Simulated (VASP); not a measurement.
# SiC (I-4m2) in VASP: notebook

SiC is run at these levels: r2SCAN; tasks: single point.

Everything below comes from runs of VASP 6.6.1. Logs are shortened: lines on timing, memory, paths and dates and some standing lists are left out, and cuts for length are marked.

## Step 1: The cell of the first run

It takes space group I-4m2 (No. 119, tetragonal). Conventional cell: a = 3.451 Å, b = 3.451 Å, c = 3.451 Å, α = 90.00°, β = 90.00°, γ = 90.00°. Si (site symmetry -4m2) has 4 C at 1.93 Å within 2.6 Å. Within 2.6 Å of C (site symmetry -4m2) lie 4 Si at 1.93 Å.

## Step 2: Single point, r2SCAN

File POSCAR:

```
SiC
1.0
    0.0000000000      2.4403553397      1.7253312252
    2.4403553397      0.0000000000      1.7253312252
    2.4403553397      2.4403553397      0.0000000000
Si C
1 1
Direct
    0.0000000000      0.0000000000      0.0000000000
    0.7500000000      0.7500000000      0.7500000000
```

File INCAR.step1:

```
PREC = Accurate ; ENCUT = 520
ISMEAR = 0 ; SIGMA = 0.05
LREAL = F ; LASPH = T
NELM = 80 ; NBANDS = 11
GGA = PE ; ALGO = Normal
EDIFF = 1E-4 ; LWAVE = T
LCHARG = F
```

File INCAR.step2:

```
PREC = Accurate ; ENCUT = 520
EDIFF = 1E-7 ; ISMEAR = 0
SIGMA = 0.05 ; LREAL = F
LASPH = T ; NELM = 80
ALGO = Normal ; ISIF = 2
LWAVE = F ; LCHARG = F
METAGGA = R2SCAN ; LMIXTAU = T
NBANDS = 11 ; ISTART = 1
```

File KPOINTS:

```
regular mesh
0
Gamma
  12 12 12
```

Potentials or basis: VASP PAW PBE potentials, release 64 (Si, C).

On the command line:

```sh
cat potpaw_PBE.64/Si/POTCAR potpaw_PBE.64/C/POTCAR > POTCAR
cp INCAR.step1 INCAR
mpirun -np 1 vasp_std > vasp.out
cp INCAR.step2 INCAR
mpirun -np 1 vasp_std > vasp.out
```

OUTCAR:

```text
PREC = Accurate
   ENCUT = 520
   EDIFF = 1E-7
   ISMEAR = 0
   LREAL = F
   LASPH = T
   NELM = 80
   ISIF = 2
   METAGGA = R2SCAN
   ISTART = 1

 ion  position               nearest neighbor table
   1  0.000  0.000  0.000-   2 1.93   2 1.93   2 1.93   2 1.93
   2  0.750  0.750  0.750-   1 1.93   1 1.93   1 1.93   1 1.93

  LATTYP: Found a body centered tetragonal cell.
 ALAT       =     3.4511836184
 C/A-ratio  =     0.9998489886

  Lattice vectors:

 A1 = (   0.0000000000,  -2.4403553397,  -1.7253312252)
 A2 = (   0.0000000000,   2.4403553397,  -1.7253312252)
 A3 = (   2.4403553397,   0.0000000000,   1.7253312252)

Analysis of symmetry for initial positions (statically):
=====================================================================
 Subroutine PRICEL returns:
 Original cell was already a primitive cell.

 Routine SETGRP: Setting up the symmetry group for a
 body centered tetragonal supercell.

 Subroutine GETGRP returns: Found  8 space group operations
 (whereof  8 operations were pure point group operations)
 out of a pool of 16 trial point group operations.

The static configuration has the point symmetry D_2d.

Analysis of symmetry for dynamics (positions and initial velocities):
=====================================================================
 Subroutine PRICEL returns:
 Original cell was already a primitive cell.

 Routine SETGRP: Setting up the symmetry group for a
 body centered tetragonal supercell.

 Subroutine GETGRP returns: Found  8 space group operations
 (whereof  8 operations were pure point group operations)
 out of a pool of 16 trial point group operations.

The dynamic configuration has the point symmetry D_2d.

 Subroutine INISYM returns: Found  8 space group operations
 (whereof  8 operations are pure point group operations),
 and found     1 'primitive' translations

----------------------------------------------------------------------------------------

                                     Primitive cell

  volume of cell :      20.5498

  direct lattice vectors                    reciprocal lattice vectors
     0.000000000  2.440355340  1.725331225    -0.204888195  0.204888195  0.289799427
     2.440355340  0.000000000  1.725331225     0.204888195 -0.204888195  0.289799427
     2.440355340  2.440355340  0.000000000     0.204888195  0.204888195 -0.289799427

  length of vectors
     2.988662246  2.988662246  3.451183618     0.409807336  0.409807336  0.409807336

  position of ions in fractional coordinates (direct lattice)
     0.000000000  0.000000000  0.000000000
     0.750000000  0.750000000  0.750000000

  ion indices of the primitive-cell ions
   primitive index   ion index
                 1           1
                 2           2

----------------------------------------------------------------------------------------

 KPOINTS: regular mesh

Automatic generation of k-mesh.
 Grid dimensions read from file:
 generate k-points for:   12   12   12

 Generating k-lattice:

  Cartesian coordinates                     Fractional coordinates (reciprocal lattice)
    -0.017074016  0.017074016  0.024149952     0.083333333  0.000000000  0.000000000
     0.017074016 -0.017074016  0.024149952     0.000000000  0.083333333  0.000000000
     0.017074016  0.017074016 -0.024149952     0.000000000  0.000000000  0.083333333

  Length of vectors
     0.034150611  0.034150611  0.034150611

  Shift w.r.t. Gamma in fractional coordinates (k-lattice)
     0.000000000  0.000000000  0.000000000

 Subroutine IBZKPT returns following result:
 ===========================================

 Found    163 irreducible k-points:

 Following reciprocal coordinates:
            Coordinates               Weight
  0.000000  0.000000  0.000000      1.000000
  0.083333 -0.000000  0.000000      8.000000
  0.166667  0.000000  0.000000      8.000000
  0.250000 -0.000000  0.000000      8.000000
  0.333333  0.000000  0.000000      8.000000
  0.416667  0.000000  0.000000      8.000000
[... 16 lines left out ...]
  0.500000  0.166667  0.000000      8.000000
 -0.416667  0.166667  0.000000      8.000000
 [... further k-points ...]
   k-points           NKPTS =    163   k-points in BZ     NKDIM =    163   number of bands    NBANDS=     11
   number of dos      NEDOS =    301   number of ions     NIONS =      2
   total plane-waves  NPLWV =  16128
   dimension x,y,z NGX =    24 NGY =   24 NGZ =   28
   dimension x,y,z NGXF=    48 NGYF=   48 NGZF=   56
   ions per type =               1   1
   NGX,Y,Z   is equivalent  to a cutoff of  13.35, 13.35, 13.49 a.u.
   NGXF,Y,Z  is equivalent  to a cutoff of  26.70, 26.70, 26.98 a.u.
 SYSTEM =  unknown system
   PREC   = accura    normal or accurate (medium, high low for compatibility)
   ISTART =      1    job   : 0-new  1-cont  2-samecut
   ICHARG =      0    charge: 1-file 2-atom 10-const
   ISPIN  =      1    spin polarized calculation?
   LNONCOLLINEAR =      F non collinear calculations
   LSORBIT =      F    spin-orbit coupling
   LASPH  =      T    aspherical Exc in radial PAW
   ENCUT  =  520.0 eV  38.22 Ry    6.18 a.u.   5.56  5.56  6.42*2*pi/ulx,y,z
   NELM   =     80;   NELMIN=  2; NELMDL=  0     # of ELM steps
   EDIFF  = 0.1E-06   stopping-criterion for ELM
   LREAL  =      F    real-space projection
   EDIFFG = 0.1E-05   stopping-criterion for IOM
   NSW    =      0    number of steps for IOM
   IBRION =     -1    ionic relax: 0-MD 1-quasi-New 2-CG
   NFREE  =      0    steps in history (QN), initial steepest desc. (CG)
   ISIF   =      2    stress and relaxation
   ISYM   =      2    0-nonsym 1-usesym 2-fastsym
   POTIM  = 0.5000    time-step for ionic-motion
   TEBEG  =    0.0;   TEEND  =   0.0 temperature during run
   PSTRESS=    0.0 pullay stress
   NELECT =       8.0000    total number of electrons
   NUPDOWN=      -1.0000    fix difference up-down
   EMIN   =  10.00;   EMAX   =-10.00  energy-range for DOS
   EFERMI =   0.00;   METHOD = LEGACY
   ISMEAR =     0;   SIGMA  =   0.05  broadening in eV -4-tet -1-fermi 0-gaus
   EFERMI_NEDOS =   21; number of points for ismear=-14 and -15
   IALGO  =     38    algorithm
   IMIX   =      4    mixing-type and parameters
     AMIX     =   0.40;   BMIX     =  1.00
     AMIX_MAG =   1.60;   BMIX_MAG =  1.00
  volume/ion in A,a.u.               =      10.27        69.34
  Fermi-wavevector in a.u.,A,eV,Ry     =   1.195369  2.258920 19.441458  1.428907
  Thomas-Fermi vector in A             =   2.331336
   LORBIT       =      0    0 simple, 1 ext, 2 COOP (PROOUT), +10 PAW based schemes
   METAGGA = R2SCAN    functional components
   LHFCALC =     F    Hartree Fock is set to
   AEXX    =    0.0000 exact exchange contribution
   IVDW    =     0    specifies the selected vdW correction
   LEPSILON=     F    determine dielectric tensor
   LRPA    =     F    only Hartree local field effects (RPA)
 non-spin polarized calculation
 Gauss-broadening in eV      SIGMA  =   0.05
  energy-cutoff  :      520.00
  volume of cell :       20.55
 maximum number of plane-waves:       586
 NGX is ok and might be reduce to    24
   NGX = 11   NGY = 11   NGZ = 13

 number of electron       8.0000000 magnetization

 Free energy of the ion-electron system (eV)
  ---------------------------------------------------
  ext. energy  EPLUGINS =         0.00000000
  ---------------------------------------------------
  free energy    TOTEN  =       -18.36434507 eV

  energy without entropy =      -18.36425814  energy(sigma->0) =      -18.36430160

 E-fermi :   9.2932     XC(G=0): -12.0805

 val. band max:        9.2333043098   @ k =   0.5000   0.5000   0.0000
 cond. band min:       9.3411276731   @ k =   0.0833  -0.0000   0.0000
 fundamental gap:      0.1078233633
 Fermi energy:         9.2931705492

 k-point     1 :       0.0000    0.0000    0.0000
  band No.  band energies     occupation
      1      -7.9871      2.00000
      2       7.9373      2.00000
      3       7.9373      2.00000
      4       9.6607      0.00000
      5      14.5921      0.00000
      6      16.1093      0.00000
      7      17.1921      0.00000
      8      17.1921      0.00000
      9      18.5887      0.00000
     10      23.1075      0.00000
     11      23.5802      0.00000

 k-point     2 :       0.0833   -0.0000    0.0000
  band No.  band energies     occupation
      1      -7.8350      2.00000
      2       7.4763      2.00000
      3       7.7198      2.00000
      4       9.3411      0.17496
      5      14.9043      0.00000
      6      15.7355      0.00000
      7      16.8545      0.00000
      8      17.4282      0.00000
      9      18.9824      0.00000
     10      22.1424      0.00000
     11      24.3570      0.00000

 k-point     3 :       0.1667    0.0000    0.0000
  band No.  band energies     occupation
      1      -7.3830      2.00000
      2       6.0699      2.00000
      3       7.1942      2.00000
      4       8.9349      2.00000
      5      14.1495      0.00000
      6      15.9931      0.00000
      7      16.3008      0.00000
      8      18.1172      0.00000
      9      20.3214      0.00000
     10      21.8779      0.00000
     11      26.2260      0.00000

 k-point     4 :       0.2500   -0.0000    0.0000
  band No.  band energies     occupation
      1      -6.6476      2.00000
      2       4.1568      2.00000
      3       6.5907      2.00000
      4       8.6437      2.00000
      5      13.0395      0.00000
      6      15.0893      0.00000
      7      17.2483      0.00000
      8      19.1044      0.00000
      9      22.3028      0.00000
     10      22.3536      0.00000
     11      28.5090      0.00000

 k-point     5 :       0.3333    0.0000    0.0000
  band No.  band energies     occupation
      1      -5.6720      2.00000
      2       2.1708      2.00000
      3       6.0761      2.00000
      4       8.4127      2.00000
      5      12.1865      0.00000
      6      14.3749      0.00000
      7      18.2279      0.00000
      8      20.0413      0.00000
      9      23.0811      0.00000
     10      24.7725      0.00000
     11      27.5868      0.00000
[... 211 lines left out ...]
 k-point    21 :       0.3333    0.1667    0.0000
  band No.  band energies     occupation
      1      -5.1463      2.00000
      2       2.7861      2.00000
      3       5.1122      2.00000
      4       6.7225      2.00000
      5      11.9026      0.00000
      6      15.7202      0.00000
      7      16.4554      0.00000
      8      19.0078      0.00000
      9      23.8853      0.00000
     10      26.3522      0.00000
     11      28.4986      0.00000

 k-point    22 :       0.4167    0.1667    0.0000
  band No.  band energies     occupation
      1      -4.1045      2.00000
      2       1.0595      2.00000
      3       4.7565      2.00000
      4       6.6392      2.00000
      5      11.9906      0.00000
      6      15.8111      0.00000
      7      16.0681      0.00000
      8      19.0272      0.00000
      9      26.1026      0.00000
     10      26.4203      0.00000
     11      28.7815      0.00000

 k-point    23 :       0.5000    0.1667    0.0000
  band No.  band energies     occupation
      1      -3.4798      2.00000
      2       0.1440      2.00000
      3       4.6372      2.00000
      4       6.6103      2.00000
      5      12.0792      0.00000
      6      15.9136      0.00000
      7      16.4571      0.00000
      8      18.5739      0.00000
      9      25.7814      0.00000
     10      27.7856      0.00000
     11      28.1008      0.00000

 k-point    24 :      -0.4167    0.1667    0.0000
  band No.  band energies     occupation
      1      -4.0220      2.00000
      2       0.7979      2.00000
      3       4.7654      2.00000
      4       6.6991      2.00000
      5      12.1197      0.00000
      6      16.0081      0.00000
      7      17.2167      0.00000
      8      18.5659      0.00000
      9      24.5430      0.00000
     10      26.3986      0.00000
     11      26.8466      0.00000

 [... further k-points ...]

------------------------ aborting loop because EDIFF is reached ----------------------------------------

  FORCE on cell =-STRESS in cart. coord.  units (eV):
  Direction    XX          YY          ZZ          XY          YZ          ZX
  --------------------------------------------------------------------------------------
  -------------------------------------------------------------------------------------
  Total       -3.4024239     -3.4024239      3.7315738      0.0000000     -0.0000000      0.0000000
  in kB     -265.2713766   -265.2713766    290.9336815      0.0000000     -0.0000000      0.0000000
  external PRESSURE =     -79.8696906 kB  Pullay stress =       0.0000000 kB

 VOLUME and BASIS-vectors are now :
 -----------------------------------------------------------------------------
  energy-cutoff  :      520.00
  volume of cell :       20.55
      direct lattice vectors                 reciprocal lattice vectors
     0.000000000  2.440355340  1.725331225    -0.204888195  0.204888195  0.289799427
     2.440355340  0.000000000  1.725331225     0.204888195 -0.204888195  0.289799427
     2.440355340  2.440355340  0.000000000     0.204888195  0.204888195 -0.289799427

 POSITION                                       TOTAL-FORCE (eV/Angst)
 -----------------------------------------------------------------------------------
      0.00000      0.00000      0.00000         0.000000      0.000000      0.000000
      3.66053      3.66053      2.58800        -0.000000     -0.000000     -0.000000
 -----------------------------------------------------------------------------------
    total drift:                               -0.000003     -0.000003      0.000004

  FREE ENERGIE OF THE ION-ELECTRON SYSTEM (eV)
  ---------------------------------------------------
  free  energy   TOTEN  =       -18.3643450723 eV

  energy  without entropy=      -18.3642581353  energy(sigma->0) =      -18.36430160
```

It took 54 s on 1 thread of Intel Xeon 6975P-C (Granite Rapids), shared host; peak memory 0.16 GiB.

What came out:

```yaml
Free_energy: -18.3643 eV
Pressure: -8.0 GPa
Band_gap_on_the_k_mesh: zero (bands 4 and 5 overlap by 0.94 eV)
```

Caveat: the stress differs along the axes, from -27 to 29 GPa; the PAW data sets were made with another functional, which shifts forces and pressure a little.

(Part 1 of 2 ends here.)

The gap in the log of VASP goes by the Fermi energy; the results here count the filled bands.